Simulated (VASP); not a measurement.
MnS:

```
CELL_PARAMETERS angstrom
0.00000 2.47346 2.47346
2.47346 0.00000 2.47346
2.47346 2.47346 0.00000
ATOMIC_POSITIONS crystal
Mn 0.00000 0.00000 0.00000
S 0.75000 0.75000 0.75000
```

```yaml
Program: VASP 6.6.1
Task: relaxation of cell and atoms
Functional: RPBE
Dispersion: D4
Potentials_or_basis: VASP PAW PBE potentials, release 64 (Mn_pv, S)
Cutoff: 600 eV
k_mesh: 9 × 9 × 9
Occupations: fermi-dirac, width 0.05 eV
Spin: collinear spin, ferromagnetic start
Starting_moments: "[4.0, 0.0] μB"
```

At the start: pressure -5.1 GPa; volume 15.13 Å³/atom.

Q: Where does the relaxation end?

A: Over 3 steps the energy falls by 8.9 meV/atom and the volume is 14.59 Å³/atom (-3.6 %); space group F-43m (No. 216, to 0.1 Å) before and after; moment 0.18 μB per cell.

Step by step:
```csv
step,energy change (eV),largest force (eV/Å),pressure (GPa),volume (Å³)
1,0.0000,0.0000,-5.08,30.27
2,-0.0015,0.0000,5.56,28.21
3,-0.0177,0.0000,-0.02,29.19
```

Final structure:
```
CELL_PARAMETERS angstrom
0.00000 2.44378 2.44378
2.44378 0.00000 2.44378
2.44378 2.44378 0.00000
ATOMIC_POSITIONS crystal
Mn 0.00000 0.00000 0.00000
S 0.75000 0.75000 0.75000
```

Caveat: the PAW data sets were made with another functional, which shifts forces and pressure a little.
